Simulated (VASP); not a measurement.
Write the native input for VASP 6.6.1 that does the following.

```yaml
Task: single point
Functional: PBE
Potentials_or_basis: VASP PAW PBE potentials, release 64 (Li_sv, Sr_sv, Sn_d, S)
Cutoff: 520 eV
k_mesh: 6 × 6 × 6
Occupations: gaussian, width 0.02 eV
Spin: no spin polarisation
Dipole_correction: no
Further_INCAR_settings: ALGO = Normal; EDIFF = 1e-06; NBANDS = 37
```

The structure of SrLi2SnS4 lies in POSCAR:

```
SrLi2SnS4
1.0
   -3.3501645071      3.3501645071      4.0550354770
    3.3501645071     -3.3501645071      4.0550354770
    3.3501645071      3.3501645071     -4.0550354770
Li Sr Sn S
2 1 1 4
Direct
    0.2500000000      0.7500000000      0.5000000000
    0.7500000000      0.2500000000      0.5000000000
    0.5000000000      0.5000000000      0.0000000000
    0.0000000000      0.0000000000      0.0000000000
    0.0370007242      0.0370007242      0.4170733932
    0.9629992758      0.3800726690      0.0000000000
    0.6199273310      0.6199273310      0.5829266068
    0.3800726690      0.9629992758      0.0000000000
```

These files were run (other wordings do the same):

INCAR

```
PREC = Accurate
ENCUT = 520
EDIFF = 1E-6
ISMEAR = 0
SIGMA = 0.02
LREAL = F
LASPH = T
NELM = 100
ALGO = Normal
ISIF = 2
LWAVE = F
LCHARG = F
GGA = PE
NBANDS = 37
```

KPOINTS

```
Automatic mesh
0
Gamma
  6 6 6
```

Potentials or basis: VASP PAW PBE potentials, release 64 (Li_sv, Sr_sv, Sn_d, S).

Run with:

```sh
$ cat potpaw_PBE.64/Li_sv/POTCAR potpaw_PBE.64/Sr_sv/POTCAR potpaw_PBE.64/Sn_d/POTCAR potpaw_PBE.64/S/POTCAR > POTCAR
$ mpirun -np 1 vasp_std > vasp.out
```

It gave:

```yaml
Largest_force: 0.021 eV/Å
Band_gap_on_the_k_mesh: 2.46 eV, indirect (least direct gap 2.46 eV)
```

Caveat: spin-orbit coupling is left out, which moves the levels of the heavy elements.

Wall time 5.4 min on 1 thread of AMD EPYC 7R43 64-Core Processor (Zen 3) (shared host), peak memory 0.39 GiB.
